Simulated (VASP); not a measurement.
# Ni in VASP: single point with PBEsol

Aim: the single point of Ni with PBEsol.

Program: VASP 6.6.1. These are calculated values, not measurements. Logs are shortened: lines on timing, memory, paths and dates and some standing lists are left out, and cuts for length are marked.

### 1 The cell of the first run

The cell holds a slab with vacuum, 5 atoms: a = 2.448 Å, b = 3.462 Å, c = 20.897 Å, α = 90.00°, β = 90.00°, γ = 90.00°.

### 2 Single point, PBEsol, collinear spin, ferromagnetic start

INCAR reads:

```
SYSTEM = Ni
PREC = Accurate
ENCUT = 520
EDIFF = 1E-6
ISMEAR = -1
SIGMA = 0.05
LREAL = .FALSE.
LASPH = .TRUE.
NELM = 150
ALGO = Normal
ISIF = 2
LWAVE = .FALSE.
LCHARG = .FALSE.
ISPIN = 2
MAGMOM = 1 1 1 1 1
LORBIT = 11
LMAXMIX = 4
LDIPOL = .TRUE.
IDIPOL = 3
DIPOL = 0.5 0.5 0.500
GGA = PS
NBANDS = 37
```

KPOINTS reads:

```
regular mesh
0
G
  15 11 1
  0 0 0
```

POSCAR reads:

```
Ni
1.0
    2.4483042247      0.0000000000      0.0000000000
    0.0000000000      3.4624250394      0.0000000000
    0.0000000000      0.0000000000     20.8966000000
Ni
5
Direct
    0.0000000000      0.0000000000      0.3828371973
    0.5000000000      0.5000000000      0.4414185985
    0.0000000000      0.0000000000      0.5000000000
    0.5000000000      0.5000000000      0.5585814015
    0.0000000000      0.0000000000      0.6171628027
```

Potentials or basis: VASP PAW PBE potentials, release 64 (Ni).

Launch:

```sh
> cat potpaw_PBE.64/Ni/POTCAR > POTCAR
> mpirun -np 1 vasp_std > vasp.out
```

OUTCAR:

```text
SYSTEM = Ni
   PREC = Accurate
   ENCUT = 520
   EDIFF = 1E-6
   ISMEAR = -1
   LREAL = .FALSE.
   LASPH = .TRUE.
   NELM = 150
   ISIF = 2
   ISPIN = 2
   LORBIT = 11
   GGA = PS

 ion  position               nearest neighbor table
   1  0.000  0.000  0.383-   2 2.45   2 2.45   2 2.45   2 2.45   3 2.45
   2  0.500  0.500  0.441-   1 2.45   1 2.45   1 2.45   1 2.45   3 2.45   3 2.45   3 2.45   3 2.45
                             4 2.45
   3  0.000  0.000  0.500-   1 2.45   5 2.45   4 2.45   2 2.45   2 2.45   4 2.45   2 2.45   4 2.45
                             2 2.45   4 2.45
   4  0.500  0.500  0.559-   5 2.45   5 2.45   5 2.45   5 2.45   3 2.45   3 2.45   3 2.45   3 2.45
                             2 2.45
   5  0.000  0.000  0.617-   4 2.45   4 2.45   4 2.45   4 2.45   3 2.45

  LATTYP: Found a simple orthorhombic cell.
 ALAT       =     2.4483042247
 B/A-ratio  =     1.4142135624
 C/A-ratio  =     8.5351321087

  Lattice vectors:

 A1 = (   2.4483042247,   0.0000000000,   0.0000000000)
 A2 = (   0.0000000000,   3.4624250394,   0.0000000000)
 A3 = (   0.0000000000,   0.0000000000,  20.8966000000)

Analysis of symmetry for initial positions (statically):
=====================================================================
 Subroutine PRICEL returns:
 Original cell was already a primitive cell.

 Routine SETGRP: Setting up the symmetry group for a
 simple orthorhombic supercell.

 Subroutine GETGRP returns: Found  8 space group operations
 (whereof  8 operations were pure point group operations)
 out of a pool of  8 trial point group operations.

The static configuration has the point symmetry D_2h.

Analysis of symmetry for dynamics (positions and initial velocities):
=====================================================================
 Subroutine PRICEL returns:
 Original cell was already a primitive cell.

 Routine SETGRP: Setting up the symmetry group for a
 simple orthorhombic supercell.

 Subroutine GETGRP returns: Found  8 space group operations
 (whereof  8 operations were pure point group operations)
 out of a pool of  8 trial point group operations.

The dynamic configuration has the point symmetry D_2h.

Analysis of structural, dynamic, and magnetic symmetry:
=====================================================================
 Subroutine PRICEL returns:
 Original cell was already a primitive cell.

 Routine SETGRP: Setting up the symmetry group for a
 simple orthorhombic supercell.

 Subroutine GETGRP returns: Found  8 space group operations
 (whereof  8 operations were pure point group operations)
 out of a pool of  8 trial point group operations.

The overall configuration has the point symmetry D_2h.

 Subroutine INISYM returns: Found  8 space group operations
 (whereof  8 operations are pure point group operations),
 and found     1 'primitive' translations

----------------------------------------------------------------------------------------

                                     Primitive cell

  volume of cell :     177.1419

  direct lattice vectors                    reciprocal lattice vectors
     2.448304225  0.000000000  0.000000000     0.408445972  0.000000000  0.000000000
     0.000000000  3.462425039  0.000000000     0.000000000  0.288814917  0.000000000
     0.000000000  0.000000000 20.896600000     0.000000000  0.000000000  0.047854675

  length of vectors
     2.448304225  3.462425039 20.896600000     0.408445972  0.288814917  0.047854675

  position of ions in fractional coordinates (direct lattice)
     0.000000000  0.000000000  0.382837197
     0.500000000  0.500000000  0.441418599
     0.000000000  0.000000000  0.500000000
     0.500000000  0.500000000  0.558581401
     0.000000000  0.000000000  0.617162803

  ion indices of the primitive-cell ions
   primitive index   ion index
                 1           1
                 2           2
                 3           3
                 4           4
                 5           5

----------------------------------------------------------------------------------------

 KPOINTS: regular mesh

Automatic generation of k-mesh.
 Grid dimensions read from file:
 generate k-points for:   15   11    1

 Generating k-lattice:

  Cartesian coordinates                     Fractional coordinates (reciprocal lattice)
     0.027229731  0.000000000  0.000000000     0.066666667  0.000000000  0.000000000
     0.000000000  0.026255902  0.000000000     0.000000000  0.090909091  0.000000000
     0.000000000  0.000000000  0.047854675     0.000000000  0.000000000  1.000000000

  Length of vectors
     0.027229731  0.026255902  0.047854675

  Shift w.r.t. Gamma in fractional coordinates (k-lattice)
     0.000000000  0.000000000  0.000000000

 Subroutine IBZKPT returns following result:
 ===========================================

 Found     48 irreducible k-points:

 Following reciprocal coordinates:
            Coordinates               Weight
  0.000000  0.000000  0.000000      1.000000
  0.066667  0.000000  0.000000      2.000000
  0.133333  0.000000  0.000000      2.000000
  0.200000  0.000000  0.000000      2.000000
  0.266667  0.000000  0.000000      2.000000
  0.333333  0.000000  0.000000      2.000000
[... 16 lines left out ...]
  0.400000  0.181818  0.000000      4.000000
  0.466667  0.181818  0.000000      4.000000
 [... further k-points ...]
   k-points           NKPTS =     48   k-points in BZ     NKDIM =     48   number of bands    NBANDS=     37
   number of dos      NEDOS =    301   number of ions     NIONS =      5
   total plane-waves  NPLWV =  80640
   dimension x,y,z NGX =    18 NGY =   28 NGZ =  160
   dimension x,y,z NGXF=    36 NGYF=   56 NGZF=  320
   ions per type =               5
   NGX,Y,Z   is equivalent  to a cutoff of  12.22, 13.44, 12.73 a.u.
   NGXF,Y,Z  is equivalent  to a cutoff of  24.44, 26.89, 25.46 a.u.
 SYSTEM =  Ni
   PREC   = accura    normal or accurate (medium, high low for compatibility)
   ISTART =      0    job   : 0-new  1-cont  2-samecut
   ICHARG =      2    charge: 1-file 2-atom 10-const
   ISPIN  =      2    spin polarized calculation?
   LNONCOLLINEAR =      F non collinear calculations
   LSORBIT =      F    spin-orbit coupling
   LASPH  =      T    aspherical Exc in radial PAW
   ENCUT  =  520.0 eV  38.22 Ry    6.18 a.u.   4.55  6.44 38.85*2*pi/ulx,y,z
   NELM   =    150;   NELMIN=  2; NELMDL= -5     # of ELM steps
   EDIFF  = 0.1E-05   stopping-criterion for ELM
   LREAL  =      F    real-space projection
   EDIFFG = 0.1E-04   stopping-criterion for IOM
   NSW    =      0    number of steps for IOM
   IBRION =     -1    ionic relax: 0-MD 1-quasi-New 2-CG
   NFREE  =      0    steps in history (QN), initial steepest desc. (CG)
   ISIF   =      2    stress and relaxation
   ISYM   =      2    0-nonsym 1-usesym 2-fastsym
   POTIM  = 0.5000    time-step for ionic-motion
   TEBEG  =    0.0;   TEEND  =   0.0 temperature during run
   PSTRESS=    0.0 pullay stress
   NELECT =      50.0000    total number of electrons
   NUPDOWN=      -1.0000    fix difference up-down
   EMIN   =  10.00;   EMAX   =-10.00  energy-range for DOS
   EFERMI =   0.00;   METHOD = LEGACY
   ISMEAR =    -1;   SIGMA  =   0.05  broadening in eV -4-tet -1-fermi 0-gaus
   EFERMI_NEDOS =   21; number of points for ismear=-14 and -15
   IALGO  =     38    algorithm
   IMIX   =      4    mixing-type and parameters
     AMIX     =   0.40;   BMIX     =  1.00
     AMIX_MAG =   1.60;   BMIX_MAG =  1.00
  volume/ion in A,a.u.               =      35.43       239.08
  Fermi-wavevector in a.u.,A,eV,Ry     =   1.073885  2.029348 15.690628  1.153229
  Thomas-Fermi vector in A             =   2.209697
   LORBIT       =     11    0 simple, 1 ext, 2 COOP (PROOUT), +10 PAW based schemes
   GGA     = PS    functional components
   LHFCALC =     F    Hartree Fock is set to
   AEXX    =    0.0000 exact exchange contribution
   IVDW    =     0    specifies the selected vdW correction
   LEPSILON=     F    determine dielectric tensor
   LRPA    =     F    only Hartree local field effects (RPA)
 spin polarized calculation
  energy-cutoff  :      520.00
  volume of cell :      177.14
 maximum number of plane-waves:      4805
   NGX =  9   NGY = 13   NGZ = 77

 number of electron      50.0000008 magnetization       3.5153346

 dipolmoment           0.000000      0.000000      0.000000 electrons x Angstroem

 Free energy of the ion-electron system (eV)
  ---------------------------------------------------
  ext. energy  EPLUGINS =         0.00000000
  ---------------------------------------------------
  free energy    TOTEN  =       -27.77658268 eV

  energy without entropy =      -27.70031736  energy(sigma->0) =      -27.73845002

 E-fermi :  -0.3303     XC(G=0):  -5.0314

 val. band max:       -0.3324779927   @ k =   0.0000   0.0000   0.0000
 cond. band min:      -0.3280692549   @ k =   0.0000   0.4545   0.0000
 fundamental gap:      0.0044087378
 Fermi energy:        -0.3302569688

 spin component 1

 k-point     1 :       0.0000    0.0000    0.0000
  band No.  band energies     occupation
      1      -8.8603      1.00000
      2      -6.7010      1.00000
      3      -4.9212      1.00000
      4      -4.6717      1.00000
      5      -4.1899      1.00000
      6      -4.0969      1.00000
[... 29 lines left out ...]
     36       6.5549      0.00000
     37       9.0005      0.00000

 k-point     2 :       0.0667    0.0000    0.0000
  band No.  band energies     occupation
      1      -8.7428      1.00000
      2      -6.5965      1.00000
      3      -4.8703      1.00000
      4      -4.5995      1.00000
      5      -4.1213      1.00000
      6      -4.0195      1.00000
[... 29 lines left out ...]
     36       6.7165      0.00000
     37       9.1176      0.00000
[... 838 lines left out ...]
     36       8.8042      0.00000
     37       9.2808      0.00000

 k-point    24 :       0.4667    0.1818    0.0000
  band No.  band energies     occupation
      1      -4.9446      1.00000
      2      -4.7884      1.00000
      3      -4.6199      1.00000
      4      -4.4101      1.00000
      5      -4.2936      1.00000
      6      -4.1000      1.00000
[... 29 lines left out ...]
     36       9.7411      0.00000
     37       9.9066      0.00000

 [... further k-points ...]

 spin component 2

 k-point     1 :       0.0000    0.0000    0.0000
  band No.  band energies     occupation
      1      -8.8600      1.00000
      2      -6.6758      1.00000
      3      -4.5446      1.00000
      4      -4.2390      1.00000
      5      -3.6972      1.00000
      6      -3.5360      1.00000
[... 29 lines left out ...]
     36       6.7236      0.00000
     37       9.0166      0.00000

 k-point     2 :       0.0667    0.0000    0.0000
  band No.  band energies     occupation
      1      -8.7422      1.00000
      2      -6.5700      1.00000
      3      -4.4891      1.00000
      4      -4.1551      1.00000
      5      -3.6427      1.00000
      6      -3.4559      1.00000
[... 29 lines left out ...]
     36       6.8875      0.00000
     37       9.1319      0.00000
[... 838 lines left out ...]
     36       8.8930      0.00000
     37       9.3782      0.00000

 k-point    24 :       0.4667    0.1818    0.0000
  band No.  band energies     occupation
      1      -4.6166      1.00000
      2      -4.4128      1.00000
      3      -4.1937      1.00000
      4      -3.8175      1.00000
      5      -3.7547      1.00000
      6      -3.5549      1.00000
[... 29 lines left out ...]
     36       9.9250      0.00000
     37      10.1367      0.00000

 [... further k-points ...]

------------------------ aborting loop because EDIFF is reached ----------------------------------------

 vacuum level on the upper side and lower side of the slab       (xc-potential included)        -0.002        -0.002

  FORCE on cell =-STRESS in cart. coord.  units (eV):
  Direction    XX          YY          ZZ          XY          YZ          ZX
  --------------------------------------------------------------------------------------
  -------------------------------------------------------------------------------------
  Total       -3.0752525     -3.5307030     -2.1290742     -0.0000000      0.0000000      0.0000000
  in kB      -27.8144180    -31.9337835    -19.2566167     -0.0000000      0.0000000      0.0000000
  external PRESSURE =     -26.3349394 kB  Pullay stress =       0.0000000 kB

 VOLUME and BASIS-vectors are now :
 -----------------------------------------------------------------------------
  energy-cutoff  :      520.00
  volume of cell :      177.14
      direct lattice vectors                 reciprocal lattice vectors
     2.448304225  0.000000000  0.000000000     0.408445972  0.000000000  0.000000000
     0.000000000  3.462425039  0.000000000     0.000000000  0.288814917  0.000000000
     0.000000000  0.000000000 20.896600000     0.000000000  0.000000000  0.047854675

 POSITION                                       TOTAL-FORCE (eV/Angst)
 -----------------------------------------------------------------------------------
      0.00000      0.00000      8.00000         0.000000      0.000000      0.745414
      1.22415      1.73121      9.22415         0.000000      0.000000     -0.620463
      0.00000      0.00000     10.44830         0.000000      0.000000      0.000000
      1.22415      1.73121     11.67245         0.000000      0.000000      0.620463
      0.00000      0.00000     12.89660         0.000000      0.000000     -0.745414
 -----------------------------------------------------------------------------------
    total drift:                                0.000000      0.000000     -0.000000

  FREE ENERGIE OF THE ION-ELECTRON SYSTEM (eV)
  ---------------------------------------------------
  free  energy   TOTEN  =       -27.7765826850 eV

  energy  without entropy=      -27.7003173562  energy(sigma->0) =      -27.73845002

 vacuum level on the upper side and lower side of the slab         4.306         4.306

 total charge

# of ion       s       p       d       tot
------------------------------------------
    1        0.479   0.322   8.327   9.128
    2        0.514   0.511   8.320   9.345
    3        0.519   0.540   8.329   9.389
    4        0.514   0.511   8.320   9.345
    5        0.479   0.322   8.327   9.128
--------------------------------------------------
tot          2.505   2.206  41.623  46.335

 magnetization (x)

# of ion       s       p       d       tot
------------------------------------------
    1        0.002  -0.014   0.785   0.774
    2       -0.007  -0.024   0.672   0.641
    3       -0.006  -0.024   0.724   0.694
    4       -0.007  -0.024   0.672   0.641
    5        0.002  -0.014   0.785   0.774
--------------------------------------------------
tot         -0.016  -0.100   3.639   3.523
```

Run time: 35 min. Hardware: 1 thread of Oxide Virtual Turin-like, shared host; peak memory 0.59 GiB.

Results:

```yaml
Free_energy: -27.7766 eV
Largest_force: 0.745 eV/Å
Net_moment: 3.52 μB per cell
Site_moments: Ni +0.77, +0.64, +0.69 (each value once) μB
Valence_electrons_inside_the_program's_atomic_spheres: Ni 9.13, 9.35, 9.39 (each value once)
```

Forces in eV/Å, atoms in the order of the input:
```
Ni   0.000  0.000  0.745
Ni   0.000  0.000 -0.620
Ni   0.000  0.000  0.000
Ni   0.000  0.000  0.620
Ni   0.000  0.000 -0.745
```

Levels at points of the mesh, in eV from the Fermi level:
Spin up:
```
           k point  band 23  band 24  band 25  band 26  band 27  band 28  band 29  band 30  band 31  band 32
(0.00, 0.00, 0.00)    -0.94    -0.77    -0.72    -0.66    -0.62    -0.48     1.23     3.58     3.86     4.73
```
Spin down:
```
           k point  band 21  band 22  band 23  band 24  band 25  band 26  band 27  band 28
(0.00, 0.00, 0.00)    -0.46    -0.35    -0.22     0.00     0.02     0.09     0.20     0.41
```

Caveat: the PAW data sets were made with another functional, which shifts forces and pressure a little.
